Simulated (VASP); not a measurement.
# AgCl (Pm-3m) in VASP: further runs

AgCl is run at these levels: PBE+U, PBE; tasks: single point.

All numbers are computed with VASP 6.6.1; they aren't measurements. Logs are shortened: lines on timing, memory, paths and dates and some standing lists are left out, and cuts for length are marked.

**1. The cell of the first run**

It takes space group Pm-3m (No. 221, cubic). Conventional cell: a = 3.434 Å, b = 3.434 Å, c = 3.434 Å, α = 90.00°, β = 90.00°, γ = 90.00°. Within 3.9 Å of Ag (site symmetry m-3m) lie 8 Cl at 2.97 Å and 6 Ag at 3.43 Å. Cl (site symmetry m-3m) has 8 Ag at 2.97 Å and 6 Cl at 3.43 Å within 3.9 Å.

**2. Single point, PBE+U**

File INCAR:

```
SYSTEM = AgCl
ALGO = Normal
EDIFF = 1E-6
ENCUT = 520
GGA = PE
ISIF = 2
ISMEAR = 0
ISYM = 0
LASPH = .True.
LCHARG = .True.
LDAU = .True.
LDAUJ = 0.4 0
LDAUL = 2 -1
LDAUPRINT = 1
LDAUTYPE = 1
LDAUU = 7.7 0
LELF = .True.
LMAXMIX = 4
LREAL = .False.
LVHAR = .True.
LWAVE = .False.
NBANDS = 16
NELM = 150
PREC = Accurate
SIGMA = 0.1
```

File KPOINTS:

```
k-points
0
Gamma
  6 7 3
  0 0 0
```

File POSCAR:

```
AgCl
1.0
    3.4339730000      0.0000000000      0.0000000000
    0.0000000000      3.4339730000      0.0000000000
    0.0000000000      0.0000000000      3.4339730000
Ag Cl
1 1
Direct
    0.0000000000      0.0000000000      0.0000000000
    0.5000000000      0.5000000000      0.5000000000
```

Potentials or basis: VASP PAW PBE potentials, release 64 (Ag, Cl).

Run with:

```sh
$ cat potpaw_PBE.64/Ag/POTCAR potpaw_PBE.64/Cl/POTCAR > POTCAR
$ mpirun -np 1 vasp_std > vasp.out
```

OUTCAR:

```text
SYSTEM = AgCl
   EDIFF = 1E-6
   ENCUT = 520
   GGA = PE
   ISIF = 2
   ISMEAR = 0
   ISYM = 0
   LASPH = .True.
   LREAL = .False.
   NELM = 150
   PREC = Accurate

 ion  position               nearest neighbor table
   1  0.000  0.000  0.000-   2 2.97   2 2.97   2 2.97   2 2.97   2 2.97   2 2.97   2 2.97   2 2.97

   2  0.500  0.500  0.500-   1 2.97   1 2.97   1 2.97   1 2.97   1 2.97   1 2.97   1 2.97   1 2.97

IMPORTANT INFORMATION: All symmetrisations will be switched off!
NOSYMM: (Re-)initialisation of all symmetry stuff for point group C_1.

----------------------------------------------------------------------------------------

                                     Primitive cell

  volume of cell :      40.4940

  direct lattice vectors                    reciprocal lattice vectors
     3.433973000  0.000000000  0.000000000     0.291207881  0.000000000  0.000000000
     0.000000000  3.433973000  0.000000000     0.000000000  0.291207881  0.000000000
     0.000000000  0.000000000  3.433973000     0.000000000  0.000000000  0.291207881

  length of vectors
     3.433973000  3.433973000  3.433973000     0.291207881  0.291207881  0.291207881

  position of ions in fractional coordinates (direct lattice)
     0.000000000  0.000000000  0.000000000
     0.500000000  0.500000000  0.500000000

  ion indices of the primitive-cell ions
   primitive index   ion index
                 1           1
                 2           2

----------------------------------------------------------------------------------------

 KPOINTS: k-points

Automatic generation of k-mesh.
 Grid dimensions read from file:
 generate k-points for:    6    7    3

 Generating k-lattice:

  Cartesian coordinates                     Fractional coordinates (reciprocal lattice)
     0.048534647  0.000000000  0.000000000     0.166666667  0.000000000  0.000000000
     0.000000000  0.041601126  0.000000000     0.000000000  0.142857143  0.000000000
     0.000000000  0.000000000  0.097069294     0.000000000  0.000000000  0.333333333

  Length of vectors
     0.048534647  0.041601126  0.097069294

  Shift w.r.t. Gamma in fractional coordinates (k-lattice)
     0.000000000  0.000000000  0.000000000

 -----------------------------------------------------------------------------
|                                                                             |
|           W    W    AA    RRRRR   N    N  II  N    N   GGGG   !!!           |
|           W    W   A  A   R    R  NN   N  II  NN   N  G    G  !!!           |
|           W    W  A    A  R    R  N N  N  II  N N  N  G       !!!           |
|           W WW W  AAAAAA  RRRRR   N  N N  II  N  N N  G  GGG   !            |
|           WW  WW  A    A  R   R   N   NN  II  N   NN  G    G                |
|           W    W  A    A  R    R  N    N  II  N    N   GGGG   !!!           |
|                                                                             |
|     Your reciprocal lattice and k-lattice belong to different lattice       |
|     classes:                                                                |
|                                                                             |
|        The reciprocal lattice is simple cubic,                              |
|        whereas your k-lattice is simple orthorhombic.                       |
|                                                                             |
|     Results are often still useful ...                                      |
|                                                                             |
 -----------------------------------------------------------------------------

 WARNING: IBZKPT: internal override: KBLOWUP is changed to .FALSE.
      ... skipping the blow-up phase ...

 Subroutine IBZKPT returns following result:
 ===========================================

 Found     64 irreducible k-points:

 Following reciprocal coordinates:
[... 41 lines left out ...]
   LASPH  =      T    aspherical Exc in radial PAW
   ENCUT  =  520.0 eV  38.22 Ry    6.18 a.u.   6.38  6.38  6.38*2*pi/ulx,y,z
   NELM   =    150;   NELMIN=  2; NELMDL= -5     # of ELM steps
   EDIFF  = 0.1E-05   stopping-criterion for ELM
   LREAL  =      F    real-space projection
   EDIFFG = 0.1E-04   stopping-criterion for IOM
   NSW    =      0    number of steps for IOM
   IBRION =     -1    ionic relax: 0-MD 1-quasi-New 2-CG
   NFREE  =      0    steps in history (QN), initial steepest desc. (CG)
   ISIF   =      2    stress and relaxation
   ISYM   =      0    0-nonsym 1-usesym 2-fastsym
   POTIM  = 0.5000    time-step for ionic-motion
   TEBEG  =    0.0;   TEEND  =   0.0 temperature during run
   PSTRESS=    0.0 pullay stress
   NELECT =      18.0000    total number of electrons
   NUPDOWN=      -1.0000    fix difference up-down
   EMIN   =  10.00;   EMAX   =-10.00  energy-range for DOS
   EFERMI =   0.00;   METHOD = LEGACY
   ISMEAR =     0;   SIGMA  =   0.10  broadening in eV -4-tet -1-fermi 0-gaus
   EFERMI_NEDOS =   21; number of points for ismear=-14 and -15
   IALGO  =     38    algorithm
   IMIX   =      4    mixing-type and parameters
     AMIX     =   0.40;   BMIX     =  1.00
     AMIX_MAG =   1.60;   BMIX_MAG =  1.00
  volume/ion in A,a.u.               =      20.25       136.63
  Fermi-wavevector in a.u.,A,eV,Ry     =   1.249402  2.361027 21.238760  1.561005
  Thomas-Fermi vector in A             =   2.383444
   LORBIT       =      0    0 simple, 1 ext, 2 COOP (PROOUT), +10 PAW based schemes
 LDA+U is selected, type is set to LDAUTYPE =  1
   angular momentum for each species LDAUL =     2   -1
   U (eV)           for each species LDAUU =   7.7  0.0
   J (eV)           for each species LDAUJ =   0.4  0.0
   GGA     = PE    functional components
   LHFCALC =     F    Hartree Fock is set to
   AEXX    =    0.0000 exact exchange contribution
   IVDW    =     0    specifies the selected vdW correction
   LEPSILON=     F    determine dielectric tensor
   LRPA    =     F    only Hartree local field effects (RPA)
 non-spin polarized calculation
 Gauss-broadening in eV      SIGMA  =   0.10
  energy-cutoff  :      520.00
  volume of cell :       40.49
 maximum number of plane-waves:      1108
 NGX is ok and might be reduce to    28
   NGX = 13   NGY = 13   NGZ = 13

atom =   1  type =  1  l = 2

 onsite density matrix

spin component  1

  0.9740  0.0000 -0.0000 -0.0000 -0.0000
  0.0000  0.9742 -0.0000  0.0000 -0.0000
 -0.0000 -0.0000  0.9620  0.0000  0.0000
 -0.0000  0.0000  0.0000  0.9742 -0.0000
 -0.0000 -0.0000  0.0000 -0.0000  0.9623

spin component  2

  0.9740  0.0000 -0.0000 -0.0000 -0.0000
  0.0000  0.9742 -0.0000  0.0000 -0.0000
 -0.0000 -0.0000  0.9620  0.0000  0.0000
 -0.0000  0.0000  0.0000  0.9742 -0.0000
 -0.0000 -0.0000  0.0000 -0.0000  0.9623

 occupancies and eigenvectors

  o =  0.9620  v =  0.0000  0.0000  1.0000 -0.0000 -0.0029  0.0000  0.0000  0.0000  0.0000  0.0000      0.0000  0.0000  0.0000  0.0000  0.0000  0.0000  0.0000  0.0000  0.0000  0.0000
  o =  0.9620  v =  0.0000  0.0000  0.0000  0.0000  0.0000  0.0000  0.0000  1.0000 -0.0000 -0.0029      0.0000  0.0000  0.0000  0.0000  0.0000  0.0000  0.0000  0.0000  0.0000  0.0000
  o =  0.9623  v = -0.0000 -0.0000 -0.0029 -0.0000 -1.0000  0.0000  0.0000  0.0000  0.0000  0.0000      0.0000  0.0000  0.0000  0.0000  0.0000  0.0000  0.0000  0.0000  0.0000  0.0000
  o =  0.9623  v =  0.0000  0.0000  0.0000  0.0000  0.0000 -0.0000 -0.0000 -0.0029 -0.0000 -1.0000      0.0000  0.0000  0.0000  0.0000  0.0000  0.0000  0.0000  0.0000  0.0000  0.0000
  o =  0.9740  v =  1.0000 -0.0001 -0.0000  0.0000 -0.0000  0.0000  0.0000  0.0000  0.0000  0.0000      0.0000  0.0000  0.0000  0.0000  0.0000  0.0000  0.0000  0.0000  0.0000  0.0000
  o =  0.9740  v =  0.0000  0.0000  0.0000  0.0000  0.0000  1.0000 -0.0001 -0.0000  0.0000 -0.0000      0.0000  0.0000  0.0000  0.0000  0.0000  0.0000  0.0000  0.0000  0.0000  0.0000
  o =  0.9742  v =  0.0000  0.0000  0.0000  0.0000  0.0000 -0.0001 -1.0000  0.0000  0.0044  0.0000      0.0000  0.0000  0.0000  0.0000  0.0000  0.0000  0.0000  0.0000  0.0000  0.0000
  o =  0.9742  v = -0.0001 -1.0000  0.0000  0.0044  0.0000  0.0000  0.0000  0.0000  0.0000  0.0000      0.0000  0.0000  0.0000  0.0000  0.0000  0.0000  0.0000  0.0000  0.0000  0.0000
  o =  0.9742  v =  0.0000 -0.0044 -0.0000 -1.0000  0.0000  0.0000  0.0000  0.0000  0.0000  0.0000      0.0000  0.0000  0.0000  0.0000  0.0000  0.0000  0.0000  0.0000  0.0000  0.0000
  o =  0.9742  v =  0.0000  0.0000  0.0000  0.0000  0.0000  0.0000 -0.0044 -0.0000 -1.0000  0.0000      0.0000  0.0000  0.0000  0.0000  0.0000  0.0000  0.0000  0.0000  0.0000  0.0000

 number of electron      18.0000002 magnetization

 Free energy of the ion-electron system (eV)
  ---------------------------------------------------
  ext. energy  EPLUGINS =         0.00000000
  ---------------------------------------------------
  free energy    TOTEN  =        -3.49397963 eV

  energy without entropy =       -3.49397963  energy(sigma->0) =       -3.49397963

 E-fermi :   3.6736     XC(G=0): -10.2778

 val. band max:        3.2090468292   @ k =   0.5000   0.0000   0.0000
 cond. band min:       4.6388410444   @ k =   0.0000   0.0000   0.0000
 fundamental gap:      1.4297942151
 Fermi energy:         3.6736248541

 k-point     1 :       0.0000    0.0000    0.0000
  band No.  band energies     occupation
      1     -10.7625      2.00000
      2      -1.4523      2.00000
      3      -1.4491      2.00000
      4      -0.7819      2.00000
      5      -0.7819      2.00000
      6      -0.7816      2.00000
[... 433 lines left out ...]
      3      -1.2526      2.00000
      4      -1.1448      2.00000
      5      -1.1248      2.00000
      6      -0.8289      2.00000
[... 8 lines left out ...]
     15      18.5586      0.00000
     16      19.0706      0.00000

 [... further k-points ...]

------------------------ aborting loop because EDIFF is reached ----------------------------------------

  FORCE on cell =-STRESS in cart. coord.  units (eV):
  Direction    XX          YY          ZZ          XY          YZ          ZX
  --------------------------------------------------------------------------------------
  -------------------------------------------------------------------------------------
  Total       -0.1076895     -0.1116953      0.0241739      0.0000060     -0.0000007      0.0000012
  in kB       -4.2608217     -4.4193149      0.9564586      0.0002390     -0.0000269      0.0000468
  external PRESSURE =      -2.5745593 kB  Pullay stress =       0.0000000 kB

 VOLUME and BASIS-vectors are now :
 -----------------------------------------------------------------------------
  energy-cutoff  :      520.00
  volume of cell :       40.49
      direct lattice vectors                 reciprocal lattice vectors
     3.433973000  0.000000000  0.000000000     0.291207881  0.000000000  0.000000000
     0.000000000  3.433973000  0.000000000     0.000000000  0.291207881  0.000000000
     0.000000000  0.000000000  3.433973000     0.000000000  0.000000000  0.291207881

 POSITION                                       TOTAL-FORCE (eV/Angst)
 -----------------------------------------------------------------------------------
      0.00000      0.00000      0.00000         0.000000      0.000000     -0.000000
      1.71699      1.71699      1.71699        -0.000000     -0.000000      0.000000
 -----------------------------------------------------------------------------------
    total drift:                               -0.000001     -0.000000      0.000000

  FREE ENERGIE OF THE ION-ELECTRON SYSTEM (eV)
  ---------------------------------------------------
  free  energy   TOTEN  =        -3.4939796321 eV

  energy  without entropy=       -3.4939796321  energy(sigma->0) =       -3.49397963
```

Wall time 88 s (1 thread of AMD EPYC 7R13, shared host); peak memory 0.15 GiB.

Results:

```yaml
Free_energy: -3.4940 eV
Pressure: -0.3 GPa
Band_gap_on_the_k_mesh: 1.43 eV, indirect (least direct gap 2.33 eV)
```

Eigenvalues of the final occupation matrices:
| site | spin | trace | eigenvalues |
| --- | --- | --- | --- |
| site 1 d | 1 | 4.85 | 0.96 0.96 0.97 0.97 0.97 |
| site 1 d | 2 | 4.85 | 0.96 0.96 0.97 0.97 0.97 |

Caveat: the k points lie up to 0.61 Å⁻¹ apart.

(Part 1 of 2 ends here.)
